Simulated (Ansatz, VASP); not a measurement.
One calculation of Ge, two programs

```xyz
4
Lattice="3.9708 0.0000 0.0000 -1.9854 3.4388 0.0000 0.0000 0.0000 6.5551" Properties=species:S:1:pos:R:3 pbc="T T T"
Ge    1.9854    1.1463    0.4123
Ge    0.0000    2.2925    3.6899
Ge    1.9854    1.1463    2.8652
Ge    0.0000    2.2925    6.1428
```

Change from the starting cell: volume scaled by 0.98, crystal datasets.

Alike in both runs: task electric field gradients; functional PBE; k mesh 11 × 11 × 6; occupations fermi-dirac, width 0.05 eV; no spin polarisation.

|  | VASP | Ansatz |
| --- | --- | --- |
| version | VASP 6.6.1 | Ansatz 0.2.0 |
| potentials or method | VASP PAW PBE potentials, release 64 (Ge_d), cutoff 520 eV | all-electron PAW with datasets made for the crystal, scalar-relativistic |

```csv
,VASP,Ansatz,Ansatz less VASP
pressure (GPa),4.4,4.4,+0.06
"traceless stress, the component that is largest in VASP (GPa)",-0.06,-0.06,-0.002
rms of the force components (eV/Å),0.007,0.008,+0.0006
size of Vzz on the site where it differs most (V/Å²),8.2,8.4,+0.17
```

Atom by atom the forces differ by 0.001 eV/Å (rms over components). Ansatz ran all-electron here, and VASP with PAW potentials.
